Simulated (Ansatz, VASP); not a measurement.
## Two plane-wave programs on C

```xyz
2
Lattice="2.1391 0.0000 0.0000 0.0000 3.3134 0.0000 0.0000 0.0000 1.5830" Properties=species:S:1:pos:R:3 pbc="T T T"
C     0.0000    0.0000    0.7915
C     1.0696    1.6567    0.7915
```

Alike in both runs: functional PBE; k mesh 8 × 6 × 8; occupations gaussian, width 0.1 eV; no spin polarisation.

Ansatz relaxed the structure, and its values are those at the end. VASP's run is a single point on that final structure, the one shown.

|  | VASP | Ansatz |
| --- | --- | --- |
| version | VASP 6.6.1 | Ansatz 0.2.0 |
| potentials or method | VASP PAW PBE potentials, release 64 (C), cutoff 520 eV | scalar-relativistic, plane waves, PAW |
| valence electrons in the cell | 8 | 8 |

```tsv
	VASP	Ansatz	Ansatz less VASP
gap on the k mesh at the Fermi level (eV)	none	none	-
pressure (GPa)	0.4	0.1	-0.31
```

A gap of «none» marks a metal or a gap that the smearing closes. The functional is the same, so the differences come from potentials, cutoffs and numerics.

The k mesh is coarse, so the values compare programs but aren't converged.
